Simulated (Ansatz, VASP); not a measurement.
# HfF2: VASP beside Ansatz

```
Hf F
1.0
     0.00000    2.71274    2.71274
     2.71274    0.00000    2.71274
     2.71274    2.71274    0.00000
Hf F
1 2
Cartesian
  0.0000 0.0000 0.0000
  1.3564 1.3564 1.3564
  4.0691 4.0691 4.0691
```

Alike in both runs: task relaxation of cell and atoms; functional PBE; k mesh 14 × 14 × 14; occupations gaussian, width 0.1 eV; no spin polarisation.

```csv
,VASP,Ansatz
version,VASP 6.6.1,Ansatz 0.2.0
potentials or method,"VASP PAW PBE potentials, release 64 (Hf_pv, F), cutoff 600 eV","scalar-relativistic, plane waves, PAW"
valence electrons in the cell,24,40
```

Ansatz gave:

- gap on the k mesh at the Fermi level, each at its own relaxed structure (eV): none
- relaxed volume (Å³/atom): 13.10
- relaxed cell length with the largest relative difference (Å): 3.816

Task: Which values does VASP return?

Result: gap on the k mesh at the Fermi level, each at its own relaxed structure (eV): none; relaxed volume (Å³/atom): 12.82; relaxed cell length with the largest relative difference (Å): 3.789.

A gap of «none» marks a metal or a gap that the smearing closes. VASP's potentials hold 24 valence electrons a cell and Ansatz's 40, so a difference there can come from the potentials and not from the codes.

Neither program's run includes spin-orbit coupling.
